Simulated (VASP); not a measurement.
Write the native input for VASP 6.6.1 that does the following.

| Item | Value |
| --- | --- |
| Task | single point |
| Functional | PBE |
| Potentials or basis | VASP PAW PBE potentials, release 64 (Mg, O) |
| Cutoff | 520 eV |
| k mesh | 9 × 9 × 8 |
| Occupations | gaussian, width 0.05 eV |
| Spin | no spin polarisation |
| Dipole correction | no |
| Further INCAR settings | ALGO = Normal; EDIFF = 1e-06; NBANDS = 11 |

The structure of MgO lies in POSCAR:

```
MgO
1.0
    2.9380209034      0.0000000000      0.0000000000
   -1.4690104517      2.5444007392      0.0000000000
    0.0000000000      0.0000000000      2.6796800000
Mg O
1 1
Direct
   -0.1179059554     -0.2358119107      0.0000000000
    0.3333333333      0.6666666667      0.5000000000
```

This cell differs from its parent crystal: atom 1 (Mg) moved by (+0.000, -0.600) A along x and y.

The input as run:

INCAR

```
PREC     = Accurate       # precision mode
ENCUT    = 520            # plane-wave cutoff, eV
EDIFF    = 1E-6           # SCF threshold, eV
ISMEAR   = 0              # smearing method
SIGMA    = 0.05           # smearing width, eV
LREAL    = F              # projectors in reciprocal space
LASPH    = T              # aspherical terms in the spheres
NELM     = 60             # most SCF steps
ALGO     = Normal         # electronic algorithm
ISIF     = 2              # what is computed and relaxed
LWAVE    = F              # write WAVECAR
LCHARG   = F              # write CHGCAR
GGA      = PE             # functional
NBANDS   = 11             # bands
```

KPOINTS

```
regular mesh
0
Gamma
  9 9 8
```

Potentials or basis: VASP PAW PBE potentials, release 64 (Mg, O).

Launch:

```console
$ cat potpaw_PBE.64/Mg/POTCAR potpaw_PBE.64/O/POTCAR > POTCAR
$ mpirun -np 1 vasp_std > vasp.out
```

It gave:

```yaml
Pressure: 9.7 GPa
Largest_force: 0.409 eV/Å
Band_gap_on_the_k_mesh: 2.36 eV, indirect (least direct gap 2.89 eV)
```

Caveat: the cell differs from its parent crystal (atom 1 (Mg) moved by (+0.000, -0.600) A along x and y).

Run time: 12 s on 1 thread of Intel(R) Xeon(R) Platinum 8124M CPU @ 3.00GHz (Skylake/Cascade Lake), with other jobs on the host, peak memory 0.15 GiB.
